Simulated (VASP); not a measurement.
A run of VASP 6.6.1:

File INCAR:

```
SYSTEM = Lu4C3
ALGO = Normal ; EDIFF = 1E-6
ENCUT = 520 ; GGA = PE
ISIF = 2 ; ISMEAR = 0
LASPH = .True. ; LCHARG = .False.
LREAL = .False. ; LWAVE = .False.
NBANDS = 65 ; NELM = 80
PREC = Accurate ; SIGMA = 0.1
```

Contents of KPOINTS:

```
k-points
0
Gamma
  4 4 4
  0 0 0
```

Contents of POSCAR:

```
Lu4C3
1.0
    5.1866818800      0.0000000000      0.0000000000
    0.0000000000      5.1866818800      0.0000000000
    0.0000000000      0.0000000000      5.1866818800
Lu C
4 3
Direct
    0.5000000000      0.0000000000      0.0000000000
    0.0000000000      0.5000000000      0.0000000000
    0.0000000000      0.0000000000      0.5000000000
    0.5000000000      0.5000000000      0.5000000000
    0.0000000000      0.5000000000      0.5000000000
    0.5000000000      0.0000000000      0.5000000000
    0.5000000000      0.5000000000      0.0000000000
```

Potentials or basis: VASP PAW PBE potentials, release 64 (Lu, C).

Command:

```bash
$ cat potpaw_PBE.64/Lu/POTCAR potpaw_PBE.64/C/POTCAR > POTCAR
$ mpirun -np 1 vasp_std > vasp.out
```

Hardware: 1 thread of Intel(R) Xeon(R) Platinum 8559C (Emerald Rapids) (shared host).

**Question.** How long does it take, and how much memory?

**Answer.** Wall time 2 min on 1 thread of Intel(R) Xeon(R) Platinum 8559C (Emerald Rapids) (shared host), peak memory 0.27 GiB. Counts: scf iterations 17, k points 10.
